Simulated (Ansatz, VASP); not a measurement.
BaTiO3 in VASP and in Ansatz

POSCAR

```
BaTiO3
1.0
    3.9723180524      0.0000000000      0.0000000000
    0.0000000000      3.9723180524      0.0000000000
    0.0000000000      0.0000000000      4.1123459202
Ba Ti O
1 1 3
Direct
    0.0000000000      0.0000000000     -0.0043506823
    0.5000000000      0.5000000000      0.4775951345
    0.5000000000      0.5000000000      0.0345307524
    0.5000000000      0.0000000000      0.5176123978
    0.0000000000      0.5000000000      0.5176123978
```

The input INCAR.step1:

```
PREC = Accurate
ENCUT = 520
ISMEAR = 0
SIGMA = 0.05
LREAL = False
LASPH = True
NELM = 60
NBANDS = 28
GGA = PE
ALGO = Normal
EDIFF = 1E-4
LWAVE = True
LCHARG = False
```

The input INCAR.step2:

```
PREC = Accurate
ENCUT = 520
EDIFF = 1E-6
ISMEAR = 0
SIGMA = 0.05
LREAL = False
LASPH = True
NELM = 60
ALGO = Normal
ISIF = 2
LWAVE = False
LCHARG = False
METAGGA = R2SCAN
LMIXTAU = True
NBANDS = 28
ISTART = 1
```

KPOINTS

```
regular mesh
0
Gamma
  6 6 6
```

Input for Ansatz:

```yaml
crystal:
  lattice:
    - [3.9723180524, 0.0, 0.0]
    - [0.0, 3.9723180524, 0.0]
    - [0.0, 0.0, 4.1123459202]
  atoms:
    - { symbol: Ba, position: [0.0, 0.0, -0.0043506823] }
    - { symbol: Ti, position: [0.5, 0.5, 0.4775951345] }
    - { symbol: O, position: [0.5, 0.5, 0.0345307524] }
    - { symbol: O, position: [0.5, 0.0, 0.5176123978] }
    - { symbol: O, position: [0.0, 0.5, 0.5176123978] }
basis:
  ecutwfc: 500
  ecutrho_ratio: 4
kpoints:
  mp_grid: { grid: [6, 6, 6] }
  band_path:
    path:
      - [[0.0, 0.0, 0.0], [0.0, 0.5, 0.0], [0.5, 0.5, 0.0], [0.0, 0.0, 0.0], [0.0, 0.0, 0.5], [0.0, 0.5, 0.5], [0.5, 0.5, 0.5], [0.0, 0.0, 0.5]]
      - [[0.0, 0.5, 0.0], [0.0, 0.5, 0.5]]
      - [[0.5, 0.5, 0.0], [0.5, 0.5, 0.5]]
    npoints: 14
hamiltonian:
  xc: r2scan
scf:
  occupations: { method: gaussian, width: 0.05 }
  n_extra_bands: 17
output:
  forces: true
  stress: true
  eigenvalues: true
  populations: true
  dos: { projected: true, de: 0.02, nscf_kmesh: { grid: [9, 9, 9] } }
  bader: true
```

Alike in both runs: task single point; functional r2SCAN; k mesh 6 × 6 × 6; occupations gaussian, width 0.05 eV; no spin polarisation.

|  | VASP | Ansatz |
| --- | --- | --- |
| version | VASP 6.6.1 | Ansatz 0.2.0 |
| potentials or method | VASP PAW PBE potentials, release 64 (Ba_sv, Ti_sv, O), cutoff 520 eV | scalar-relativistic, plane waves, PAW |
| valence electrons in the cell | 40 | 40 |

|  | VASP | Ansatz | Ansatz less VASP |
| --- | --- | --- | --- |
| gap on the k mesh at the Fermi level (eV) | 2.21 | 2.23 | +0.018 |
| least direct gap on the mesh (eV) | 2.71 | 2.70 | -0.011 |
| pressure (GPa) | 1.9 | 0.0 | -1.93 |
| traceless stress, the component that is largest in VASP (GPa) | 0.10 | -0.01 | -0.109 |
| rms of the force components (eV/Å) | 0.058 | 0.002 | -0.0559 |

VASP's potentials were made for PBE, not for r2SCAN. Atom by atom the forces differ by 0.060 eV/Å (rms over components).

Spin-orbit coupling is off throughout.
